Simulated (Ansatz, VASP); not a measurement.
## MnS in VASP and in Ansatz

```
Mn S
1.0
     0.00000    2.59757    2.59757
     2.59757    0.00000    2.59757
     2.59757    2.59757    0.00000
Mn S
1 1
Direct
  0.00000 0.00000 0.00000
  0.50000 0.50000 0.50000
```

Alike in both runs: task single point; functional PBE; k mesh 14 × 14 × 14; occupations gaussian, width 0.1 eV; collinear spin.

|  | VASP | Ansatz |
| --- | --- | --- |
| version | VASP 6.6.1 | Ansatz 0.2.0 |
| potentials or method | VASP PAW PBE potentials, release 64 (Mn_pv, S), cutoff 520 eV | scalar-relativistic, plane waves, PAW |
| valence electrons in the cell | 19 | 21 |

|  | VASP | Ansatz | Ansatz less VASP |
| --- | --- | --- | --- |
| gap on the k mesh at the Fermi level (eV) | none | none | - |
| pressure (GPa) | -2.8 | -2.8 | -0.01 |
| net moment per atom (μB) | 2.34 | 2.33 | -0.001 |
| size of the moment on the site where the two differ most (μB) | 4.23 | 4.18 | -0.051 |

Site moments also hang on the region over which each program counts them. A gap of «none» marks a metal or a gap that the smearing closes. The functional is the same, so the differences come from potentials, cutoffs and numerics. VASP's potentials hold 19 valence electrons a cell and Ansatz's 21, so a difference there can come from the potentials and not from the codes.
